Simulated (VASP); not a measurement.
TePb: single point with LDA

TePb:

```
Pb Te
1.0
     0.00000    3.27352    3.27352
     3.27352    0.00000    3.27352
     3.27352    3.27352    0.00000
Pb Te
1 1
Direct
  0.00000 0.00000 0.00000
  0.50000 0.50000 0.50000
```

This cell differs from its parent crystal: volume scaled by 1.04.

* Program: VASP 6.6.1
* Task: single point
* Functional: LDA
* Potentials or basis: VASP PAW LDA potentials, release 64 (Pb_d, Te)
* Cutoff: 520 eV
* k mesh: 7 × 7 × 7
* Occupations: methfessel-paxton, width 0.1 eV
* Spin: collinear spin, ferromagnetic start
* Starting moments: [0.01, 0.0] μB
* Dipole correction: no
* Further INCAR settings: ALGO = Normal; EDIFF = 1e-06; NBANDS = 21

```json
{"Pressure": "-3.1 GPa", "Net moment": "0.00 μB per cell", "Valence electrons inside the program's atomic spheres": "Pb 11.86; Te 3.38"}
```

Levels at points of the mesh, in eV from the Fermi level:
Spin up:
```csv
k point,band 6,band 7,band 8,band 9,band 10,band 11,band 12,band 13,band 14,band 15
"(0.00, 0.00, 0.00)",-11.68,-5.71,-1.14,-1.14,-1.14,4.00,4.00,4.00,5.92,5.92
```
Spin down:
```csv
k point,band 8,band 9,band 10,band 11,band 12,band 13
"(0.00, 0.00, 0.00)",-1.14,-1.14,-1.14,4.00,4.00,4.00
```

Wall time 93 s on 1 thread of Intel Xeon 8259CL, on a shared host, peak memory 0.21 GiB.

Caveat: this odd mesh misses L, where the gap lies, so gap, dielectric constants and Born charges aren't listed; spin-orbit coupling is left out, which moves the levels of the heavy elements.
